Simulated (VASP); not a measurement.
# C in VASP: a series of runs, part 2 of 2

VASP 6.6.1. Earlier steps stand in the parts before.

### 3 Single point, PBE+D3(BJ)

This run uses another cell than the first one.

Input file INCAR:

```
SYSTEM = C
PREC = Accurate ; ENCUT = 520
EDIFF = 1E-7 ; ISMEAR = 0
SIGMA = 0.05 ; LREAL = Auto
LASPH = .True. ; NELM = 80
ALGO = Normal ; ISIF = 2
LWAVE = .False. ; LCHARG = .True.
LDIPOL = .True. ; IDIPOL = 3
DIPOL = 0.5 0.5 0.430 ; GGA = PE
IVDW = 12 ; LELF = .True.
LVHAR = .True. ; LVACPOTAV = .True.
NBANDS = 126
```

Input file KPOINTS:

```
Automatic mesh
0
Gamma
  3 2 1
  0 0 0
```

Input file POSCAR:

```
C
1.0
    5.0301999808      0.0000000000      0.0000000000
    0.0000000000      7.1137770343      0.0000000000
    0.0000000000      0.0000000000     25.8538499760
C
48
Direct
    0.2500000000      0.5000000000      0.3094316710
    0.2500000000      0.0000000000      0.3094316710
    0.7500000000      0.5000000000      0.3094316710
    0.7500000000      0.0000000000      0.3094316710
    0.5000000000      0.6250000000      0.3094316710
    0.5000000000      0.1250000000      0.3094316710
    0.0000000000      0.6250000000      0.3094316710
    0.0000000000      0.1250000000      0.3094316710
    0.5000000000      0.7500000000      0.3580723956
    0.5000000000      0.2500000000      0.3580723956
    0.0000000000      0.7500000000      0.3580723956
    0.0000000000      0.2500000000      0.3580723956
    0.7500000000      0.8750000000      0.3580723956
    0.7500000000      0.3750000000      0.3580723956
    0.2500000000      0.8750000000      0.3580723956
    0.2500000000      0.3750000000      0.3580723956
    0.7500000000      0.0000000000      0.4067131201
    0.7500000000      0.5000000000      0.4067131201
    0.2500000000      0.0000000000      0.4067131201
    0.2500000000      0.5000000000      0.4067131201
    0.0000000000      0.1250000000      0.4067131201
    0.0000000000      0.6250000000      0.4067131201
    0.5000000000      0.1250000000      0.4067131201
    0.5000000000      0.6250000000      0.4067131201
    0.0000336912      0.2504002746      0.4551769002
   -0.0000124998      0.7506467990      0.4551282072
    0.4999677469      0.2506828429      0.4550376158
    0.5000064838      0.7506701191      0.4550487044
    0.2499550505      0.3744389156      0.4551027484
    0.2499949645      0.8746319041      0.4552084042
    0.7500349641      0.3743348263      0.4550614893
    0.7500198203      0.8744841888      0.4550795447
    0.2501407161      0.5045582507      0.5051416604
    0.2499279696      0.0042676783      0.5053175789
    0.7498290736      0.5043558649      0.5051101061
    0.7501304938      0.0046792635      0.5053863633
    0.5000940555      0.6203737683      0.5050714344
    0.4999091721      0.1202225484      0.5053917515
   -0.0001406350      0.6201730649      0.5051799721
    0.0001305363      0.1204307821      0.5053754009
    0.4998882721      0.7640719830      0.5462550358
    0.4999337770      0.2656057425      0.5459676596
    0.0000136245      0.7644646636      0.5463387638
    0.0001052871      0.2650398051      0.5467189973
    0.7500939325      0.8597063591      0.5463412444
    0.7503262247      0.3610371089      0.5465962080
    0.2500289868      0.8604454365      0.5471431762
    0.2496613087      0.3612575573      0.5466904972
```

Potentials or basis: VASP PAW PBE potentials, release 64 (C).

The run is started by

```
$ cat potpaw_PBE.64/C/POTCAR > POTCAR
$ mpirun -np 1 vasp_std > vasp.out
```

OUTCAR:

```text
SYSTEM = C
   PREC = Accurate
   ENCUT = 520
   EDIFF = 1E-7
   ISMEAR = 0
   LREAL = Auto
   LASPH = .True.
   NELM = 80
   ISIF = 2
   GGA = PE
   IVDW = 12
 IVDW          = 12

 ion  position               nearest neighbor table
   1  0.250  0.500  0.309-   5 1.54   7 1.54  16 1.54
   2  0.250  0.000  0.309-   6 1.54   8 1.54  15 1.54
   3  0.750  0.500  0.309-   5 1.54   7 1.54  14 1.54
   4  0.750  0.000  0.309-   6 1.54   8 1.54  13 1.54
   5  0.500  0.625  0.309-   1 1.54   3 1.54   9 1.54
   6  0.500  0.125  0.309-   2 1.54   4 1.54  10 1.54
   7  0.000  0.625  0.309-   1 1.54   3 1.54  11 1.54
   8  0.000  0.125  0.309-   2 1.54   4 1.54  12 1.54
   9  0.500  0.750  0.358-  24 1.54  15 1.54  13 1.54   5 1.54
  10  0.500  0.250  0.358-  23 1.54  16 1.54  14 1.54   6 1.54
  11  0.000  0.750  0.358-  22 1.54  15 1.54  13 1.54   7 1.54
  12  0.000  0.250  0.358-  21 1.54  16 1.54  14 1.54   8 1.54
  13  0.750  0.875  0.358-  17 1.54  11 1.54   9 1.54   4 1.54
  14  0.750  0.375  0.358-  18 1.54  12 1.54  10 1.54   3 1.54
[... 24 lines left out ...]
  39  1.000  0.620  0.505-  43 1.48  35 1.50  33 1.50  26 1.59
  40  0.000  0.120  0.505-  44 1.48  36 1.50  34 1.50  25 1.59
  41  0.500  0.764  0.546-  45 1.43  47 1.43  37 1.48
[... 282 lines left out ...]
      5     -19.3913      2.00000
      6     -19.2859      2.00000
[... 433 lines left out ...]
    107       4.7812      0.00000
    108       4.7928      0.00000
 [bands above 108 left out]

------------------------ aborting loop because EDIFF is reached ----------------------------------------

 Edisp (eV)   -7.50465

 E8    (eV) :    -2.2548

  FORCE on cell =-STRESS in cart. coord.  units (eV):
  Direction    XX          YY          ZZ          XY          YZ          ZX
  --------------------------------------------------------------------------------------
  -------------------------------------------------------------------------------------
  Total     -12.76919    22.23086    -8.49319    -0.00921    -0.07884    -0.00025
  in kB     -22.11378    38.49960   -14.70858    -0.01595    -0.13654    -0.00043
  external pressure =        0.56 kB  Pullay stress =        0.00 kB

 VOLUME and BASIS-vectors are now :
 -----------------------------------------------------------------------------
  energy-cutoff  :      520.00
  volume of cell :      925.15
      direct lattice vectors                 reciprocal lattice vectors
     5.030199981  0.000000000  0.000000000     0.198799253  0.000000000  0.000000000
     0.000000000  7.113777034  0.000000000     0.000000000  0.140572300  0.000000000
     0.000000000  0.000000000 25.853849976     0.000000000  0.000000000  0.038678959

 POSITION                                       TOTAL-FORCE (eV/Angst)
 -----------------------------------------------------------------------------------
      1.25755      3.55689      8.00000         0.000108      4.564289      0.991336
      1.25755      0.00000      8.00000        -0.001746      4.566635      0.998516
      3.77265      3.55689      8.00000         0.002096      4.569509      1.004532
      3.77265      0.00000      8.00000        -0.000730      4.567535      0.998648
      2.51510      4.44611      8.00000        -0.001672     -4.562678      1.006152
      2.51510      0.88922      8.00000        -0.000129     -4.560403      0.999832
[... 40 lines left out ...]
      1.25770      6.12102     14.14576         0.002987     -0.029608     -0.244860
      1.25585      2.56991     14.13405         0.074126     -0.076954     -0.048365
 -----------------------------------------------------------------------------------
    total drift:                                0.001600      0.006120      0.070693

  FREE ENERGIE OF THE ION-ELECTRON SYSTEM (eV)
  ---------------------------------------------------
  free  energy   TOTEN  =      -416.9927877171 eV

  energy  without entropy=     -416.9766240863  energy(sigma->0) =     -416.98470590

 vacuum level on the upper side and lower side of the slab         4.302         4.950
```

Wall time 26 min (1 thread of Intel Xeon Platinum 8259CL at 2.50GHz (Skylake/Cascade Lake), shared host); peak memory 0.91 GiB.

Results:

* Free energy: -416.9928 eV
* Largest force: 4.679 eV/Å
* Band gap on the k mesh: zero (bands 96 and 97 overlap by 0.10 eV)
* Dispersion energy per atom: -0.156 eV

Forces on the atoms (eV/Å):
```
C    0.000  4.564  0.991
C   -0.002  4.567  0.999
C    0.002  4.570  1.005
C   -0.001  4.568  0.999
C   -0.002 -4.563  1.006
C    0.000 -4.560  1.000
C    0.001 -4.557  0.992
C    0.001 -4.559  1.001
C    0.004  1.013 -1.133
C   -0.004  1.022 -1.124
C   -0.004  1.022 -1.106
C    0.004  1.020 -1.107
C    0.004 -1.020 -1.132
C   -0.004 -1.011 -1.143
C   -0.005 -1.018 -1.116
C    0.005 -1.019 -1.121
C    0.006  0.490  0.104
C    0.012  0.475  0.090
C   -0.006  0.479  0.119
C   -0.012  0.473  0.086
C    0.006 -0.484  0.119
C    0.006 -0.462  0.100
C   -0.006 -0.487  0.102
C   -0.006 -0.473  0.089
C    0.000  0.003 -0.027
C    0.002 -0.010 -0.024
C    0.001 -0.052  0.015
C   -0.001  0.004  0.014
C    0.003 -0.021  0.021
C   -0.005 -0.031 -0.019
C   -0.003 -0.006  0.036
C    0.004  0.008  0.028
C   -0.062  0.039  0.014
C    0.019  0.010  0.121
C    0.061  0.075  0.021
C   -0.020  0.007 -0.044
C   -0.042 -0.041  0.016
C   -0.001  0.002 -0.115
C    0.051  0.032 -0.023
C    0.002  0.032  0.022
C   -0.021  0.087  0.106
C   -0.005 -0.027  0.238
C    0.051 -0.026  0.070
C   -0.003 -0.022 -0.071
C   -0.041  0.050  0.094
C   -0.067 -0.058 -0.020
C    0.003 -0.030 -0.245
C    0.074 -0.077 -0.048
```

Caveat: the k points lie up to 0.44 Å⁻¹ apart.

### 4 Single point, PBE+D3(BJ)

This run uses another cell than the first one.

Input file INCAR:

```
SYSTEM = C
  PREC = Accurate
  ENCUT = 520
  EDIFF = 1E-6
  ISMEAR = 0
  SIGMA = 0.05
  LREAL = Auto
  LASPH = .TRUE.
  NELM = 100
  ALGO = Normal
  ISIF = 2
  LWAVE = .FALSE.
  LCHARG = .TRUE.
  LDIPOL = .TRUE.
  IDIPOL = 3
  DIPOL = 0.5 0.5 0.456
  GGA = PE
  IVDW = 12
  LELF = .TRUE.
  LVHAR = .TRUE.
  LVACPOTAV = .TRUE.
  NBANDS = 126
```

Input file KPOINTS:

```
regular mesh
0
G
  3 2 1
  0 0 0
```

Input file POSCAR:

```
C
1.0
    5.0301999808      0.0000000000      0.0000000000
    0.0000000000      7.1137770343      0.0000000000
    0.0000000000      0.0000000000     24.3983499760
C
48
Direct
    0.2500000000      0.5000000000      0.3278910257
    0.2500000000      0.0000000000      0.3278910257
    0.7500000000      0.5000000000      0.3278910257
    0.7500000000      0.0000000000      0.3278910257
    0.5000000000      0.6250000000      0.3278910257
    0.5000000000      0.1250000000      0.3278910257
    0.0000000000      0.6250000000      0.3278910257
    0.0000000000      0.1250000000      0.3278910257
    0.5000000000      0.7500000000      0.3794334455
    0.5000000000      0.2500000000      0.3794334455
    0.0000000000      0.7500000000      0.3794334455
    0.0000000000      0.2500000000      0.3794334455
    0.7500000000      0.8750000000      0.3794334455
    0.7500000000      0.3750000000      0.3794334455
    0.2500000000      0.8750000000      0.3794334455
    0.2500000000      0.3750000000      0.3794334455
    0.7500000000      0.0000000000      0.4309758652
    0.7500000000      0.5000000000      0.4309758652
    0.2500000000      0.0000000000      0.4309758652
    0.2500000000      0.5000000000      0.4309758652
    0.0000000000      0.1250000000      0.4309758652
    0.0000000000      0.6250000000      0.4309758652
    0.5000000000      0.1250000000      0.4309758652
    0.5000000000      0.6250000000      0.4309758652
    0.0000003668      0.2505330347      0.4822614291
   -0.0000008805      0.7505821717      0.4822509239
    0.5000056770      0.2505642116      0.4822457105
    0.4999936234      0.7505598317      0.4822482231
    0.2499985113      0.3744209497      0.4822500348
    0.2499991108      0.8744653417      0.4822604842
    0.7500081106      0.3744396375      0.4822500883
    0.7499938511      0.8744382048      0.4822465814
    0.2499826502      0.5046163642      0.5353935782
    0.2499887261      0.0045910962      0.5354222646
    0.7499990205      0.5046189310      0.5353948787
    0.7500189372      0.0046234181      0.5354235683
    0.5000020247      0.6203863999      0.5353932631
    0.4999796610      0.1203717172      0.5354229800
    0.0000159367      0.6203846232      0.5353954409
    0.0000115529      0.1204054675      0.5354228803
    0.5000259954      0.7645789514      0.5790677662
    0.4999463933      0.2648435744      0.5790035066
    0.0000853216      0.7646365490      0.5790512256
   -0.0000840214      0.2646810009      0.5791063965
    0.7500491283      0.8601699842      0.5790155449
    0.7499779313      0.3604174217      0.5790716841
    0.2500862655      0.8603132197      0.5791044299
    0.2499100051      0.3603747895      0.5790508153
```

The run is started by

```
$ cat potpaw_PBE.64/C/POTCAR > POTCAR
$ mpirun -np 1 vasp_std > vasp.out
```

Run time: 12 min. Hardware: 1 thread of AMD EPYC 9R45 (Zen 5), shared host; peak memory 0.87 GiB.

Results (log left out):

```yaml
Free_energy: -416.9969 eV
Largest_force: 4.678 eV/Å
Band_gap_on_the_k_mesh: zero (bands 96 and 97 overlap by 0.11 eV)
Dispersion_energy_per_atom: -0.156 eV
```

Forces in eV/Å, atoms in the order of the input:
```
C    0.000  4.570  0.995
C    0.000  4.570  0.996
C    0.000  4.570  0.997
C    0.000  4.570  0.996
C    0.000 -4.566  0.999
C    0.000 -4.566  0.998
C    0.000 -4.565  0.998
C    0.000 -4.566  0.999
C    0.001  1.019 -1.120
C   -0.001  1.020 -1.119
C   -0.001  1.020 -1.118
C    0.001  1.020 -1.118
C    0.001 -1.024 -1.121
C   -0.001 -1.023 -1.122
C   -0.001 -1.023 -1.120
C    0.001 -1.024 -1.120
C    0.000  0.480  0.104
C    0.001  0.478  0.104
C    0.000  0.480  0.107
C   -0.001  0.477  0.103
C    0.000 -0.478  0.108
C    0.001 -0.474  0.105
C    0.000 -0.477  0.105
C   -0.001 -0.477  0.105
C    0.001  0.001  0.003
C    0.001 -0.006  0.005
C   -0.001 -0.007  0.010
C    0.000 -0.001  0.011
C   -0.001  0.009  0.000
C   -0.001  0.003 -0.001
C    0.000  0.004  0.002
C    0.001  0.008  0.004
C   -0.001  0.007 -0.012
C    0.005  0.007 -0.007
C    0.004  0.008 -0.011
C   -0.004  0.003 -0.018
C   -0.003 -0.010 -0.019
C    0.004 -0.002 -0.023
C    0.001 -0.005 -0.021
C   -0.005 -0.006 -0.013
C    0.000 -0.011  0.026
C    0.001 -0.040  0.050
C    0.002 -0.020  0.031
C    0.006 -0.013  0.015
C   -0.002  0.030  0.042
C    0.001  0.007  0.023
C   -0.008  0.011  0.014
C    0.001  0.014  0.030
```

Levels at points of the mesh, in eV from the Fermi level:
| k point | band 93 | band 94 | band 95 | band 96 | band 97 | band 98 | band 99 | band 100 |
| --- | --- | --- | --- | --- | --- | --- | --- | --- |
| (0.00, 0.00, 0.00) | -0.37 | -0.18 | -0.18 | -0.09 | -0.09 | 0.05 | 0.09 | 0.46 |
| (0.00, 0.50, 0.00) | -0.34 | -0.34 | -0.34 | -0.33 | 0.11 | 0.11 | 0.11 | 0.11 |

Caveat: the k points lie up to 0.44 Å⁻¹ apart.

### 5 Overview

| cell | gap on the mesh (eV) | largest force (eV/Å) |
| --- | --- | --- |
| a = 5.030, b = 7.114, c = 25.083 Å, 48 atoms, atomic positions A | none | 4.68 |
| a = 5.030, b = 7.114, c = 25.854 Å, 48 atoms, atomic positions A | none | 4.68 |
| a = 5.030, b = 7.114, c = 24.398 Å, 48 atoms, atomic positions B | none | 4.68 |

Alike in all rows: task single point; level PBE+D3(BJ); potentials or basis VASP PAW PBE potentials, release 64 (C); no spin polarisation; k mesh 3 × 2 × 1; cutoff (eV) 520; smearing gaussian 0.05 eV.

Caveats: all runs use coarse meshes.

Total energies depend on the potentials used, so only differences within one code and one set of settings carry meaning.
